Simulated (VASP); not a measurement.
Write the native input for VASP 6.6.1 that does the following.

| Item | Value |
| --- | --- |
| Task | single point |
| Functional | LDA |
| Potentials or basis | VASP PAW LDA potentials, release 64 (Cd_sv_GW) |
| Cutoff | 630 eV |
| k mesh | 16 × 16 × 8 |
| Occupations | gaussian, width 0.05 eV |
| Spin | no spin polarisation |
| Dipole correction | no |
| Further INCAR settings | ALGO = Normal; EDIFF = 1e-06; NBANDS = 27 |

The structure of Cd lies in POSCAR:

```
Cd
1.0
    2.9206827761      0.0000000000      0.0000000000
   -1.4603413881      2.5293854805      0.0000000000
    0.0000000000      0.0000000000      5.3927078250
Cd
2
Direct
    0.3333333333      0.6666666667      0.7500000000
    0.6666666667      0.3333333333      0.2500000000
```

The input as run:

INCAR

```
PREC     = Accurate       # precision mode
ENCUT    = 630            # plane-wave cutoff, eV
EDIFF    = 1E-6           # SCF threshold, eV
ISMEAR   = 0              # smearing method
SIGMA    = 0.05           # smearing width, eV
LREAL    = F              # projectors in reciprocal space
LASPH    = T              # aspherical terms in the spheres
NELM     = 120            # most SCF steps
ALGO     = Normal         # electronic algorithm
ISIF     = 2              # what is computed and relaxed
LWAVE    = F              # write WAVECAR
LCHARG   = T              # write CHGCAR
LELF     = T              # ELF
LVHAR    = T            
NBANDS   = 27             # bands
GGA_COMPAT= F
```

KPOINTS

```
regular mesh
0
Gamma
  16 16 8
```

Potentials or basis: VASP PAW LDA potentials, release 64 (Cd_sv_GW).

The run is started by

```sh
$ cat potpaw_LDA.64/Cd_sv_GW/POTCAR > POTCAR
$ mpirun -np 1 vasp_std > vasp.out
```

It gave:

```json
{
 "Pressure": "-0.1 GPa",
 "Band gap on the k mesh": "zero (bands 20 and 21 overlap by 3.91 eV)"
}
```

Run time: 2.2 min on 1 thread of Intel(R) Xeon(R) 6975P-C (Granite Rapids), on a shared host, peak memory 0.31 GiB.
